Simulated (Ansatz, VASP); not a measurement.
# Two plane-wave programs on AlV2C

```xyz
8
Lattice="2.8876 0.0000 0.0000 -1.4438 2.5007 0.0000 0.0000 0.0000 12.9738" Properties=species:S:1:pos:R:3 pbc="T T T"
V     0.0000    1.6672   11.8530
V     1.4438    0.8336    1.1207
V     1.4438    0.8336    5.3662
V     0.0000    1.6672    7.6076
Al    1.4438    0.8336    9.7303
Al    0.0000    1.6672    3.2434
C     0.0000    0.0000    6.4869
C     0.0000    0.0000    0.0000
```

Alike in both runs: functional PBEsol; k mesh 9 × 9 × 2; occupations fermi-dirac, width 0.05 eV; collinear spin.

```csv
,VASP,Ansatz
version,VASP 6.6.1,Ansatz 0.2.0
potentials or method,"VASP PAW PBE potentials, release 64 (V_sv, Al, C)",Ansatz PAW
plane-wave cutoff (eV),520,420
valence electrons in the cell,66,66
task,single point,band structure
```

VASP gave:

- gap on the k mesh at the Fermi level (eV): none
- pressure (GPa): -1.3
- traceless stress, the component that is largest in VASP (GPa): 0.77
- rms of the force components (eV/Å): 0.192
- net moment per atom (μB): 0.00

Q: Estimate Ansatz's values.

A: gap on the k mesh at the Fermi level (eV): none; pressure (GPa): -1.7; traceless stress, the component that is largest in VASP (GPa): 0.77; rms of the force components (eV/Å): 0.206; net moment per atom (μB): 0.00.

VASP's potentials were made for PBE, not for PBEsol. Atom by atom the forces differ by 0.014 eV/Å (rms over components). A gap of «none» marks a metal or a gap that the smearing closes. The functional is the same, so the differences come from potentials, cutoffs and numerics.
